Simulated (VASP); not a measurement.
# C (Fm-3m) in VASP: further runs

Runs on C. Level: PBE. Tasks: single point.

Program: VASP 6.6.1. These are calculated values, not measurements. Logs are shortened: lines on timing, memory, paths and dates and some standing lists are left out, and cuts for length are marked.

## (1) The cell of the first run

It takes space group Fm-3m (No. 225, cubic). Conventional cell: a = 3.041 Å, b = 3.041 Å, c = 3.041 Å, α = 90.00°, β = 90.00°, γ = 90.00°. Within 2.8 Å of C (site symmetry m-3m) lie 12 C at 2.15 Å.

## (2) Single point, PBE (volume scaled by 0.96)

INCAR reads:

```
SYSTEM = C
PREC     = Accurate       ! precision mode
ENCUT    = 520            ! plane-wave cutoff, eV
EDIFF    = 1E-6           ! SCF threshold, eV
ISMEAR   = -1             ! smearing method
SIGMA    = 0.1            ! smearing width, eV
LREAL    = .False.        ! projectors in reciprocal space
LASPH    = .True.         ! aspherical terms in the spheres
NELM     = 80             ! most SCF steps
ALGO     = Normal         ! electronic algorithm
ISIF     = 2              ! what is computed and relaxed
LWAVE    = .False.        ! write WAVECAR
LCHARG   = .False.        ! write CHGCAR
GGA      = PE             ! functional
NBANDS   = 8              ! bands
```

KPOINTS reads:

```
regular mesh
0
Gamma
  20 20 20
  0 0 0
```

POSCAR reads:

```
C
1.0
    0.0000000000      1.5204018785      1.5204018785
    1.5204018785      0.0000000000      1.5204018785
    1.5204018785      1.5204018785      0.0000000000
C
1
Direct
    0.0000000000      0.0000000000      0.0000000000
```

Potentials or basis: VASP PAW PBE potentials, release 64 (C).

On the command line:

```bash
> cat potpaw_PBE.64/C/POTCAR > POTCAR
> mpirun -np 1 vasp_std > vasp.out
```

OUTCAR:

```text
SYSTEM = C
   PREC = Accurate
   ENCUT = 520
   EDIFF = 1E-6
   ISMEAR = -1
   LREAL = .False.
   LASPH = .True.
   NELM = 80
   ISIF = 2
   GGA = PE

 ion  position               nearest neighbor table
   1  0.000  0.000  0.000-

  LATTYP: Found a face centered cubic cell.
 ALAT       =     3.0408037570

  Lattice vectors:

 A1 = (   0.0000000000,   1.5204018785,   1.5204018785)
 A2 = (   1.5204018785,   0.0000000000,   1.5204018785)
 A3 = (   1.5204018785,   1.5204018785,   0.0000000000)

Analysis of symmetry for initial positions (statically):
=====================================================================
 Subroutine PRICEL returns:
 Original cell was already a primitive cell.

 Routine SETGRP: Setting up the symmetry group for a
 face centered cubic supercell.

 Subroutine GETGRP returns: Found 48 space group operations
 (whereof 48 operations were pure point group operations)
 out of a pool of 48 trial point group operations.

The static configuration has the point symmetry O_h .

Analysis of symmetry for dynamics (positions and initial velocities):
=====================================================================
 Subroutine PRICEL returns:
 Original cell was already a primitive cell.

 Routine SETGRP: Setting up the symmetry group for a
 face centered cubic supercell.

 Subroutine GETGRP returns: Found 48 space group operations
 (whereof 48 operations were pure point group operations)
 out of a pool of 48 trial point group operations.

The dynamic configuration has the point symmetry O_h .

 Subroutine INISYM returns: Found 48 space group operations
 (whereof 48 operations are pure point group operations),
 and found     1 'primitive' translations

----------------------------------------------------------------------------------------

                                     Primitive cell

  volume of cell :       7.0292

  direct lattice vectors                    reciprocal lattice vectors
     0.000000000  1.520401878  1.520401878    -0.328860420  0.328860420  0.328860420
     1.520401878  0.000000000  1.520401878     0.328860420 -0.328860420  0.328860420
     1.520401878  1.520401878  0.000000000     0.328860420  0.328860420 -0.328860420

  length of vectors
     2.150172957  2.150172957  2.150172957     0.569602956  0.569602956  0.569602956

  position of ions in fractional coordinates (direct lattice)
     0.000000000  0.000000000  0.000000000

[... 75 lines left out ...]
   EDIFF  = 0.1E-05   stopping-criterion for ELM
   LREAL  =      F    real-space projection
   EDIFFG = 0.1E-04   stopping-criterion for IOM
   NSW    =      0    number of steps for IOM
   IBRION =     -1    ionic relax: 0-MD 1-quasi-New 2-CG
   NFREE  =      0    steps in history (QN), initial steepest desc. (CG)
   ISIF   =      2    stress and relaxation
   ISYM   =      2    0-nonsym 1-usesym 2-fastsym
   POTIM  = 0.5000    time-step for ionic-motion
   TEBEG  =    0.0;   TEEND  =   0.0 temperature during run
   PSTRESS=    0.0 pullay stress
   NELECT =       4.0000    total number of electrons
   NUPDOWN=      -1.0000    fix difference up-down
   EMIN   =  10.00;   EMAX   =-10.00  energy-range for DOS
   EFERMI =   0.00;   METHOD = LEGACY
   ISMEAR =    -1;   SIGMA  =   0.10  broadening in eV -4-tet -1-fermi 0-gaus
   EFERMI_NEDOS =   21; number of points for ismear=-14 and -15
   IALGO  =     38    algorithm
   IMIX   =      4    mixing-type and parameters
     AMIX     =   0.40;   BMIX     =  1.00
     AMIX_MAG =   1.60;   BMIX_MAG =  1.00
  volume/ion in A,a.u.               =       7.03        47.44
  Fermi-wavevector in a.u.,A,eV,Ry     =   1.356625  2.563649 25.040583  1.840431
  Thomas-Fermi vector in A             =   2.483612
   LORBIT       =      0    0 simple, 1 ext, 2 COOP (PROOUT), +10 PAW based schemes
   GGA     = PE    functional components
   LHFCALC =     F    Hartree Fock is set to
   AEXX    =    0.0000 exact exchange contribution
   IVDW    =     0    specifies the selected vdW correction
   LEPSILON=     F    determine dielectric tensor
   LRPA    =     F    only Hartree local field effects (RPA)
 non-spin polarized calculation
  energy-cutoff  :      520.00
  volume of cell :        7.03
 maximum number of plane-waves:       200
   NGX =  7   NGY =  7   NGZ =  7

 number of electron       4.0000000 magnetization

 Free energy of the ion-electron system (eV)
  ---------------------------------------------------
  ext. energy  EPLUGINS =         0.00000000
  ---------------------------------------------------
  free energy    TOTEN  =        -4.66424701 eV

  energy without entropy =       -4.65173749  energy(sigma->0) =       -4.65799225

 E-fermi :   8.1032     XC(G=0): -12.8742

 val. band max:        8.0807500896   @ k =  -0.2500   0.1500   0.0000
 cond. band min:       8.1050240675   @ k =  -0.3000   0.3000   0.1000
 fundamental gap:      0.0242739779
 Fermi energy:         8.1032122713

 k-point     1 :       0.0000    0.0000    0.0000
  band No.  band energies     occupation
      1     -11.1315      2.00000
      2      16.4096      0.00000
      3      16.4096      0.00000
      4      16.4096      0.00000
      5      38.6527      0.00000
      6      38.6527      0.00000
      7      38.6527      0.00000
      8      40.2588      0.00000
[... 243 lines left out ...]
 k-point    24 :      -0.3500    0.0500    0.0000
  band No.  band energies     occupation
      1      -5.6059      2.00000
      2       4.5425      2.00000
      3      14.2962      0.00000
      4      15.0268      0.00000
      5      33.4312      0.00000
      6      35.2234      0.00000
      7      36.9637      0.00000
      8      39.6633      0.00000

 [... further k-points ...]

------------------------ aborting loop because EDIFF is reached ----------------------------------------

  FORCE on cell =-STRESS in cart. coord.  units (eV):
  Direction    XX          YY          ZZ          XY          YZ          ZX
  --------------------------------------------------------------------------------------
  -------------------------------------------------------------------------------------
  Total        0.2957372      0.2957372      0.2957372     -0.0000000      0.0000000      0.0000000
  in kB       67.4079891     67.4079891     67.4079891     -0.0000000      0.0000000      0.0000000
  external PRESSURE =      67.4079891 kB  Pullay stress =       0.0000000 kB

 VOLUME and BASIS-vectors are now :
 -----------------------------------------------------------------------------
  energy-cutoff  :      520.00
  volume of cell :        7.03
      direct lattice vectors                 reciprocal lattice vectors
     0.000000000  1.520401878  1.520401878    -0.328860420  0.328860420  0.328860420
     1.520401878  0.000000000  1.520401878     0.328860420 -0.328860420  0.328860420
     1.520401878  1.520401878  0.000000000     0.328860420  0.328860420 -0.328860420

 POSITION                                       TOTAL-FORCE (eV/Angst)
 -----------------------------------------------------------------------------------
      0.00000      0.00000      0.00000         0.000000     -0.000000      0.000000
 -----------------------------------------------------------------------------------
    total drift:                                0.000000      0.000000     -0.000000

  FREE ENERGIE OF THE ION-ELECTRON SYSTEM (eV)
  ---------------------------------------------------
  free  energy   TOTEN  =        -4.6642470052 eV

  energy  without entropy=       -4.6517374918  energy(sigma->0) =       -4.65799225
```

OSZICAR:

```text
N       E                     dE             d eps       ncg     rms          rms(c)
DAV:   1    -0.310498714900E+01   -0.31050E+01   -0.23282E+03  4552   0.477E+02
DAV:   2    -0.465856800983E+01   -0.15536E+01   -0.14678E+01  5408   0.276E+01
DAV:   3    -0.466344973127E+01   -0.48817E-02   -0.48793E-02  4520   0.168E+00
DAV:   4    -0.466345112126E+01   -0.13900E-05   -0.13908E-05  5936   0.275E-02
DAV:   5    -0.466345112253E+01   -0.12749E-08   -0.21647E-09  4552   0.200E-04    0.878E-01
DAV:   6    -0.466370622151E+01   -0.25510E-03   -0.81970E-04  4368   0.165E-01    0.512E-01
DAV:   7    -0.466423316308E+01   -0.52694E-03   -0.14131E-03  4344   0.227E-01    0.320E-02
DAV:   8    -0.466424732105E+01   -0.14158E-04   -0.38154E-05  4656   0.462E-02    0.702E-03
DAV:   9    -0.466424700524E+01    0.31580E-06   -0.11356E-07  3424   0.294E-03
   1 F= -.46642470E+01 E0= -.46579922E+01  d E =-.125095E-01
```

stdout:

```text
POSCAR found type information on POSCAR C
 POSCAR found :  1 types and       1 ions
 scaLAPACK will be used
 LDA part: xc-table for (Slater+PW92), standard interpolation
 POSCAR, INCAR and KPOINTS ok, starting setup
 FFT: planning ... GRIDC
 FFT: planning ... GRID_SOFT
 FFT: planning ... GRID
 WAVECAR not read
 entering main loop
```

It took 4.5 s on 1 thread of Intel Xeon Platinum 8259CL at 2.50GHz (Skylake/Cascade Lake), shared host; peak memory 0.11 GiB.

Results:

```yaml
Free_energy: -4.6642 eV
Pressure: 6.7 GPa
Band_gap_on_the_k_mesh: zero (band 2 reaches 16.41 eV, above the bottom of band 3 at 4.44 eV)
```

Levels at points of the mesh, in eV from the Fermi level:
```tsv
k point	band 1	band 2	band 3	band 4	band 5	band 6
(0.00, 0.00, 0.00)	-19.23	8.31	8.31	8.31	30.55	30.55
(0.50, 0.00, 0.00)	-9.52	-8.98	6.52	6.52	25.36	27.92
(0.50, 0.50, 0.00)	-7.03	-5.44	2.33	2.33	15.06	16.47
```

Caveat: the cell differs from its parent crystal (volume scaled by 0.96).

## (3) Single point, PBE

This run uses another cell than the first one, of 7.32 Å³/atom, 1.042 times its volume.

INCAR reads:

```
  PREC = Accurate
  ENCUT = 520
  EDIFF = 1E-7
  ISMEAR = -1
  SIGMA = 0.1
  LREAL = F
  LASPH = T
  NELM = 60
  ALGO = Normal
  ISIF = 2
  LWAVE = F
  LCHARG = F
  GGA = PE
  NBANDS = 8
```

KPOINTS reads:

```
regular mesh
0
Gamma
  20 20 20
```

POSCAR reads:

```
C
1.0
    0.0000000000      1.5412318899      1.5412318899
    1.5412318899      0.0000000000      1.5412318899
    1.5412318899      1.5412318899      0.0000000000
C
1
Direct
    0.0000000000      0.0000000000      0.0000000000
```

Potentials or basis: VASP PAW PBE potentials, release 64 (C).

On the command line:

```bash
> cat potpaw_PBE.64/C/POTCAR > POTCAR
> mpirun -np 1 vasp_std > vasp.out
```

Run time: 5.4 s. Hardware: 1 thread of Intel Xeon Platinum 8259CL at 2.50GHz (Skylake/Cascade Lake), shared host; peak memory 0.11 GiB.

The run converged. Its results:

```yaml
Free_energy: -4.6705 eV
Pressure: 0.0 GPa
Band_gap_on_the_k_mesh: zero (band 2 reaches 15.53 eV, above the bottom of band 3 at 4.10 eV)
```

Levels at points of the mesh, in eV from the Fermi level:
```csv
k point,band 1,band 2,band 3,band 4,band 5,band 6,band 7
"(0.00, 0.00, 0.00)",-18.69,7.98,7.98,7.98,30.01,30.01,30.01
"(0.50, 0.00, 0.00)",-9.39,-8.57,6.27,6.27,24.62,27.46,27.46
"(0.50, 0.50, 0.00)",-6.69,-5.50,2.29,2.29,14.77,16.33,37.22
```

## (4) Single point, PBE (volume scaled by 1.04)

INCAR reads:

```
SYSTEM = C
PREC = Accurate
ENCUT = 520
EDIFF = 1E-7
ISMEAR = -1
SIGMA = 0.1
LREAL = .False.
LASPH = .True.
NELM = 60
ALGO = Normal
ISIF = 2
LWAVE = .False.
LCHARG = .False.
GGA = PE
NBANDS = 8
```

KPOINTS reads:

```
regular mesh
0
Gamma
  20 20 20
  0 0 0
```

POSCAR reads:

```
C
1.0
    0.0000000000      1.5615135827      1.5615135827
    1.5615135827      0.0000000000      1.5615135827
    1.5615135827      1.5615135827      0.0000000000
C
1
Direct
    0.0000000000      0.0000000000      0.0000000000
```

On the command line:

```bash
> cat potpaw_PBE.64/C/POTCAR > POTCAR
> mpirun -np 1 vasp_std > vasp.out
```

Run time: 6.1 s. Hardware: 1 thread of Intel Xeon Platinum 8259CL at 2.50GHz (Skylake/Cascade Lake), shared host; peak memory 0.11 GiB.

It converged, with:

| Property | Result |
| --- | --- |
| Free energy | -4.6654 eV |
| Pressure | -5.6 GPa |
| Band gap on the k mesh | zero (band 2 reaches 14.71 eV, above the bottom of band 3 at 3.78 eV) |

Levels at points of the mesh, in eV from the Fermi level:
| k point | band 1 | band 2 | band 3 | band 4 | band 5 | band 6 | band 7 |
| --- | --- | --- | --- | --- | --- | --- | --- |
| (0.00, 0.00, 0.00) | -18.18 | 7.68 | 7.68 | 7.68 | 29.50 | 29.50 | 29.50 |
| (0.50, 0.00, 0.00) | -9.27 | -8.20 | 6.04 | 6.04 | 23.94 | 27.02 | 27.02 |
| (0.50, 0.50, 0.00) | -6.39 | -5.56 | 2.24 | 2.24 | 14.51 | 16.19 | 36.12 |

Caveat: the cell differs from its parent crystal (volume scaled by 1.04).

## (5) Single point, PBE (volume scaled by 1.08)

INCAR reads:

```
SYSTEM = C
  ALGO = Normal
  EDIFF = 1E-6
  ENCUT = 520
  GGA = PE
  ISIF = 2
  ISMEAR = -1
  LASPH = .TRUE.
  LCHARG = .FALSE.
  LREAL = .FALSE.
  LWAVE = .FALSE.
  NBANDS = 8
  NELM = 60
  PREC = Accurate
  SIGMA = 0.1
```

KPOINTS reads:

```
k-points
0
G
  20 20 20
  0 0 0
```

POSCAR reads:

```
C
1.0
    0.0000000000      1.5812816760      1.5812816760
    1.5812816760      0.0000000000      1.5812816760
    1.5812816760      1.5812816760      0.0000000000
C
1
Direct
    0.0000000000      0.0000000000      0.0000000000
```

On the command line:

```bash
> cat potpaw_PBE.64/C/POTCAR > POTCAR
> mpirun -np 1 vasp_std > vasp.out
```

It took 10 s on 1 thread of Intel Xeon Platinum 8259CL at 2.50GHz (Skylake/Cascade Lake), shared host; peak memory 0.12 GiB.

It converged, with:

* Free energy: -4.6510 eV
* Pressure: -10.2 GPa
* Band gap on the k mesh: zero (band 2 reaches 13.94 eV, above the bottom of band 3 at 3.48 eV)

Levels at points of the mesh, in eV from the Fermi level:
```
           k point  band 1  band 2  band 3  band 4  band 5  band 6  band 7
(0.00, 0.00, 0.00)  -17.72    7.39    7.39    7.39   28.73   29.02   29.02
(0.50, 0.00, 0.00)   -9.17   -7.85    5.83    5.83   23.30   26.61   26.61
(0.50, 0.50, 0.00)   -6.11   -5.63    2.19    2.19   14.27   16.06   35.10
```

Caveat: the cell differs from its parent crystal (volume scaled by 1.08).

## (6) Overview

| cell | gap on the mesh (eV) | pressure (GPa) |
| --- | --- | --- |
| a = 2.150 Å, angles 60.0°, 1 atom | none | 6.7 |
| a = 2.180 Å, angles 60.0°, 1 atom | none | 0.0 |
| a = 2.208 Å, angles 60.0°, 1 atom | none | -5.6 |
| a = 2.236 Å, angles 60.0°, 1 atom | none | -10.2 |

Alike in all rows: task single point; level PBE; potentials or basis VASP PAW PBE potentials, release 64 (C); no spin polarisation; k mesh 20 × 20 × 20; cutoff (eV) 520; smearing fermi-dirac 0.1 eV.

Absolute energies hang on the potentials; compare differences alone.
